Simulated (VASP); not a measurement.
Here is a VASP 6.6.1 calculation.

Contents of INCAR:

```
SYSTEM = MnS
PREC     = Accurate       ! precision mode
ENCUT    = 500            ! plane-wave cutoff, eV
EDIFF    = 1E-6           ! SCF threshold, eV
ISMEAR   = -1             ! smearing method
SIGMA    = 0.1            ! smearing width, eV
LREAL    = .False.        ! projectors in reciprocal space
LASPH    = .True.         ! aspherical terms in the spheres
NELM     = 200            ! most SCF steps
ALGO     = Normal         ! electronic algorithm
ISIF     = 2              ! what is computed and relaxed
LWAVE    = .False.        ! write WAVECAR
LCHARG   = .False.        ! write CHGCAR
ISPIN    = 2              ! spin polarisation
MAGMOM   = 4.5 0 0 0      ! initial moments
LORBIT   = 11             ! projections on sites
LMAXMIX  = 4              ! l up to which the mixer works
NBANDS   = 31             ! bands
GGA_COMPAT= .False.
```

The input KPOINTS:

```
regular mesh
0
Gamma
  7 7 4
  0 0 0
```

POSCAR

```
MnS
1.0
    3.9760013000      0.0000000000      0.0000000000
   -1.9880006500      3.4433181300      0.0000000000
    0.0000000000      0.0000000000      6.4320000000
Mn S
2 2
Direct
    0.3333333300      0.6666666700      0.0000000000
    0.6666666700      0.3333333300      0.5000000000
    0.3333333300      0.6666666700      0.3850000000
    0.6666666700      0.3333333300      0.8850000000
```

Potentials or basis: VASP PAW LDA potentials, release 64 (Mn_pv, S).

Run with:

```bash
$ cat potpaw_LDA.64/Mn_pv/POTCAR potpaw_LDA.64/S/POTCAR > POTCAR
$ mpirun -np 1 vasp_std > vasp.out
```

(1) Predict the net moment.

(2) Predict the pressure.

Results:

(1) 4.61 μB per cell.

(2) -16.6 GPa.
